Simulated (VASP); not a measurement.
Input of a VASP 6.6.1 run:

The input INCAR:

```
SYSTEM = WSe2
ALGO = Normal
EDIFF = 1E-6
EDIFFG = -0.005
ENCUT = 600
GGA = CA
IBRION = 2
ISIF = 3
ISMEAR = 0
LASPH = .TRUE.
LCHARG = .FALSE.
LREAL = .FALSE.
LWAVE = .FALSE.
NELM = 80
NSW = 100
PREC = Accurate
SIGMA = 0.02
```

Contents of KPOINTS:

```
k-points
0
G
  9 9 2
  0 0 0
```

POSCAR

```
WSe2
1.0
    3.3178532690      0.0000000000      0.0000000000
   -1.6589266345      2.8733452170      0.0000000000
    0.0000000000      0.0000000000     24.0685192700
W Se
2 4
Direct
    0.6666666700      0.3333333300      0.1415375200
    0.3333333300      0.6666666700      0.8584624800
    0.3333333300      0.6666666700      0.2105944900
    0.6666666700      0.3333333300      0.9275621000
    0.3333333300      0.6666666700      0.0724379000
    0.6666666700      0.3333333300      0.7894055100
```

Potentials or basis: VASP PAW LDA potentials, release 64 (W_sv, Se).

Run with:

```bash
$ cat potpaw_LDA.64/W_sv/POTCAR potpaw_LDA.64/Se/POTCAR > POTCAR
$ mpirun -np 1 vasp_std > vasp.out
```

(1) What does it give for the relaxed cell?

(2) Predict the band gap on the k mesh.

(3) What does it give for the space group after relaxing (to 0.1 Å)?

Answers

(1) a = 3.253 Å, b = 3.253 Å, c = 22.905 Å, α = 90.00°, β = 90.00°, γ = 120.00°.

(2) 1.37 eV (least direct gap 1.68 eV).

(3) P-3m1 (No. 164).

Caveat: spin-orbit coupling is left out, which moves the levels of the heavy elements.
